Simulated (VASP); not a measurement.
Runs of VASP 6.6.1 on Ag. The structure is that of space group Fm-3m (No. 225), or close to it. The cells are those of the table. 

```csv
cell,gap on the mesh (eV),pressure (GPa)
"a = 2.897, b = 2.889 Å, angles 60.1, 59.8, 60.1°, 1 atom",none,4.0
"a = 2.904, b = 2.889 Å, angles 60.2, 59.7, 60.2°, 1 atom",none,3.4
"a = 2.915, b = 2.889 Å, angles 60.3, 59.4, 60.3°, 1 atom",none,2.6
"a = 2.875, b = 2.889 Å, angles 59.8, 60.3, 59.8°, 1 atom",none,(a)
"a = 2.882, b = 2.889 Å, angles 59.9, 60.2, 59.9°, 1 atom",none,(b)
```

Alike in all rows: task single point; level PBE; potentials or basis VASP PAW PBE potentials, release 64 (Ag); no spin polarisation; k mesh 20 × 20 × 20; cutoff (eV) 520; smearing gaussian 0.15 eV.

**Question.** Fill in the values left out.

**Answer.** (a) 5.7; (b) 5.2.

A k mesh can miss the band edges, and the runs leave out spin-orbit coupling on Ag.

A gap of «none» marks levels without a gap at the run's occupations.
